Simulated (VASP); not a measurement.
Runs of VASP 6.6.1 on Si. The structure is that of space group Fm-3m (No. 225), or close to it. The cells are those of the table. The cell was built from a structure type or drawn by symmetry, and may not be a known phase.

```tsv
task	cell	k mesh	cutoff (eV)	gap on the mesh (eV)	pressure (GPa)	relaxed volume (Å³/atom)
relaxation of cell and atoms	relaxed from a = 4.134 Å, angles 60.0°, 3 atoms	14 × 14 × 14	600	none	0.0	16.43
single point	a = 4.117 Å, angles 60.0°, 3 atoms	14 × 14 × 14	520	none	-0.1	-
relaxation of cell and atoms	relaxed from a = 4.491 Å, angles 60.0°, 3 atoms	6 × 6 × 6	600	none	0.1	16.61
single point	a = 4.134 Å, angles 60.0°, 3 atoms	6 × 6 × 6	520	none	-0.1	-
single point	a = 4.491 Å, angles 60.0°, 3 atoms	6 × 6 × 6	520	none	(a)	-
```

Alike in all rows: level PBE; potentials or basis VASP PAW PBE potentials, release 64 (Si); no spin polarisation; smearing gaussian 0.1 eV.

Question: Fill in the values left out.

Answer: (a) -10.9.

Caveats: the volume moved by over 15 % at a fixed basis, so the end points are rough (at least some runs); the cell stands under tension (at least some runs).

A gap of «none» marks levels without a gap at the run's occupations.
